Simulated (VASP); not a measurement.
Write the native input for VASP 6.6.1 that does the following.

```
Task                   : single point
Functional             : PBE
Potentials or basis    : VASP PAW PBE potentials, release 64 (Hf_pv, C)
Cutoff                 : 520 eV
k mesh                 : 18 × 18 × 18
Occupations            : gaussian, width 0.15 eV
Spin                   : no spin polarisation
Dipole correction      : no
Further INCAR settings : ALGO = Normal; EDIFF = 1e-07; NBANDS = 14
```

The structure of HfC lies in POSCAR:

```
HfC
1.0
    0.0000000000      2.5284375000      2.3250000000
    2.3250000000      0.0000000000      2.3250000000
    2.3250000000      2.5284375000      0.0000000000
Hf C
1 1
Direct
    0.5000000000      0.5000000000      0.5000000000
    0.0000000000      0.0000000000      0.0000000000
```

This cell differs from its parent crystal: strain +0.0875 x Voigt [0, 1, 0, 0, 0, 0].

The input as run:

INCAR

```
PREC     = Accurate       # precision mode
ENCUT    = 520            # plane-wave cutoff, eV
EDIFF    = 1E-7           # SCF threshold, eV
ISMEAR   = 0              # smearing method
SIGMA    = 0.15           # smearing width, eV
LREAL    = False          # projectors in reciprocal space
LASPH    = True           # aspherical terms in the spheres
NELM     = 80             # most SCF steps
ALGO     = Normal         # electronic algorithm
ISIF     = 2              # what is computed and relaxed
LWAVE    = False          # write WAVECAR
LCHARG   = False          # write CHGCAR
GGA      = PE             # functional
NBANDS   = 14             # bands
```

KPOINTS

```
regular mesh
0
Gamma
  18 18 18
```

Potentials or basis: VASP PAW PBE potentials, release 64 (Hf_pv, C).

Run with:

```console
$ cat potpaw_PBE.64/Hf_pv/POTCAR potpaw_PBE.64/C/POTCAR > POTCAR
$ mpirun -np 1 vasp_std > vasp.out
```

It gave:

| Property | Result |
| --- | --- |
| Pressure | -14.6 GPa |
| Band gap on the k mesh | zero (band 7 reaches 6.38 eV, above the bottom of band 8 at 4.82 eV) |

Caveat: the cell differs from its parent crystal (strain +0.0875 x Voigt [0, 1, 0, 0, 0, 0]); spin-orbit coupling is left out, which moves the levels of the heavy elements.

Wall time 2.3 min on 1 thread of Intel(R) Xeon(R) Platinum 8259CL CPU @ 2.50GHz (Skylake/Cascade Lake), with other jobs on the host, peak memory 0.31 GiB.
